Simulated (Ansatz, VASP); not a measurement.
# Fe: VASP beside Ansatz

The input INCAR:

```
PREC = Accurate ; ENCUT = 600
EDIFF = 1E-6 ; ISMEAR = -1
SIGMA = 0.1 ; LREAL = F
LASPH = T ; NELM = 200
ALGO = Normal ; ISIF = 2
LWAVE = F ; LCHARG = F
ISPIN = 2 ; MAGMOM = 0
LORBIT = 11 ; LMAXMIX = 4
GGA = PE ; NBANDS = 14
GGA_COMPAT = F
```

File KPOINTS:

```
regular mesh
0
Gamma
  8 8 8
```

Contents of POSCAR:

```
Fe
1.0
   -1.3789360000      1.3789360000      1.3789360000
    1.3789360000     -1.3789360000      1.3789360000
    1.3789360000      1.3789360000     -1.3789360000
Fe
1
Direct
    0.0000000000      0.0000000000      0.0000000000
```

Input for Ansatz:

```yaml
crystal:
  lattice:
    - [-1.378936, 1.378936, 1.378936]
    - [1.378936, -1.378936, 1.378936]
    - [1.378936, 1.378936, -1.378936]
  atoms:
    - { symbol: Fe, position: [0, 0, 0] }
kpoints:
  mp_grid: { grid: [8, 8, 8], shift: [0, 0, 0] }
hamiltonian:
  xc: pbe
  pseudopotentials: { kind: nc }
scf:
  occupations: { method: fermi_dirac }
  lower_state_search: "off"
magnetization:
  spin_polarized: true
```

Alike in both runs: task single point; functional PBE; k mesh 8 × 8 × 8; collinear spin.

|  | VASP | Ansatz |
| --- | --- | --- |
| version | VASP 6.6.1 | Ansatz 0.2 development build |
| potentials or method | VASP PAW PBE potentials, release 64 (Fe) | scalar-relativistic |
| plane-wave cutoff (eV) | 600 | 1225 |
| occupations | fermi-dirac, width 0.1 eV | fermi-dirac |

|  | VASP | Ansatz | Ansatz less VASP |
| --- | --- | --- | --- |
| net moment per atom (μB) | 0.00 | 0.00 | 0.000 |

The k mesh is coarse, so the values compare programs but aren't converged.
